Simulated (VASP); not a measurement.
A run of VASP 6.6.1 is set up as follows.

INCAR

```
SYSTEM = AlN
PREC     = Accurate       ! precision mode
ENCUT    = 600            ! plane-wave cutoff, eV
EDIFF    = 1E-6           ! SCF threshold, eV
ISMEAR   = 0              ! smearing method
SIGMA    = 0.05           ! smearing width, eV
LREAL    = .False.        ! projectors in reciprocal space
LASPH    = .True.         ! aspherical terms in the spheres
NELM     = 120            ! most SCF steps
ALGO     = Normal         ! electronic algorithm
ISIF     = 2              ! what is computed and relaxed
LWAVE    = .False.        ! write WAVECAR
LCHARG   = .False.        ! write CHGCAR
GGA      = PE             ! functional
NBANDS   = 16             ! bands
GGA_COMPAT= .False.
```

KPOINTS

```
regular mesh
0
Gamma
  7 7 4
  0 0 0
```

POSCAR

```
AlN
1.0
    3.1949584145      0.0000000000      0.0000000000
   -1.5974792073      2.7669181459      0.0000000000
    0.0000000000      0.0000000000      4.7287283242
Al N
2 2
Direct
    0.3333333333      0.6666666667      0.0000000000
    0.6666666667      0.3333333333      0.5000000000
    0.3333333333      0.6666666667      0.3800000000
    0.6666666667      0.3333333333      0.8800000000
```

Potentials or basis: VASP PAW PBE potentials, release 64 (Al, N).

The run is started by

```console
$ cat potpaw_PBE.64/Al/POTCAR potpaw_PBE.64/N/POTCAR > POTCAR
$ mpirun -np 1 vasp_std > vasp.out
```

Problem. What does it give for the pressure?

Solution. 4.6 GPa.

Problem. Predict the band gap on the k mesh.

Solution. 4.00 eV.

Problem. Predict the largest force.

Solution. 1.454 eV/Å.

Stress tensor (GPa, compression positive):
```
-7.13  0.00  0.00
 0.00 -7.13  0.00
 0.00  0.00 28.12
```

Caveat: the stress differs along the axes, from -7 to 28 GPa; forces of over 1 eV/Å act on the atoms, so gaps and moduli don't describe the material at rest. Expect the measured gap to be larger: semilocal functionals such as PBE lack the derivative discontinuity.
